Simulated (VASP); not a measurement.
NdZrS2:

```
CELL_PARAMETERS angstrom
4.09896 0.00000 0.00000
0.00000 4.09896 0.00000
0.00000 0.00000 5.57537
ATOMIC_POSITIONS crystal
Nd 0.00000 0.00000 0.00000
Zr 0.50000 0.50000 0.50000
S 0.00000 0.00000 0.50000
S 0.50000 0.50000 0.00000
```

The cell was generated, and may not be a known phase.

- Program: VASP 6.6.1
- Task: relaxation of cell and atoms
- Functional: PBE
- Potentials or basis: VASP PAW PBE potentials, release 64 (Nd_3, Zr_sv, S), 4f in core
- Cutoff: 500 eV
- k mesh: 5 × 5 × 4
- Occupations: gaussian, width 0.2 eV
- Spin: no spin polarisation

At the start: pressure -8.7 GPa; volume 23.42 Å³/atom.

**Question.** How do energy, volume and symmetry change on relaxing?

**Answer.** Over 6 steps the energy falls by 83.6 meV/atom and the volume is 20.86 Å³/atom (-10.9 %); space group P4/mmm (No. 123, to 0.1 Å) before and after.

Step by step:
```tsv
step	energy change (eV)	largest force (eV/Å)	pressure (GPa)	volume (Å³)
1	0.0000	0.0000	-8.73	93.67
2	-0.1606	0.0000	9.54	77.40
3	-0.3287	0.0000	0.23	83.54
4	-0.3287	0.0000	0.47	83.34
5	-0.3329	0.0000	0.19	83.52
6	-0.3344	0.0000	0.27	83.46
```

Final structure:
```
Nd Zr S
1.0
     3.90365    0.00000    0.00000
     0.00000    3.90365    0.00000
     0.00000    0.00000    5.47675
Nd Zr S
1 1 2
Direct
  0.00000 0.00000 0.00000
  0.50000 0.50000 0.50000
  0.00000 0.00000 0.50000
  0.50000 0.50000 0.00000
```

Caveat: the highest band is partly filled, so the run has too few bands; the run has no spin polarisation, though such a crystal can be magnetic.
